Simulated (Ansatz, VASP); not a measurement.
Ge in VASP and in Ansatz

```
Ge
1.0
     0.00000    2.30314    2.30314
     2.30314    0.00000    2.30314
     2.30314    2.30314    0.00000
Ge
2
Direct
  0.87500 0.87500 0.87500
  0.12500 0.12500 0.12500
```

Change from the starting cell: volume scaled by 0.55, crystal datasets.

Alike in both runs: task single point; functional LDA; k mesh 13 × 13 × 13; occupations fermi-dirac, width 0.05 eV; no spin polarisation.

```csv
,VASP,Ansatz
version,VASP 6.6.1,Ansatz 0.2.0
potentials or method,"VASP PAW LDA potentials, release 64 (Ge_d), cutoff 500 eV","all-electron PAW with datasets made for the crystal, scalar-relativistic"
```

|  | VASP | Ansatz | Ansatz less VASP |
| --- | --- | --- | --- |
| pressure (GPa) | 170.2 | 165.0 | -5.21 |

LDA's correlation is that of Perdew and Zunger in VASP and of Perdew and Wang (1992) in Ansatz. Both programs put the cell under a high pressure, so it lies far from rest at this level. Ansatz ran all-electron here, and VASP with PAW potentials.

Noted on VASP's run: the cell as given lies far from equilibrium.
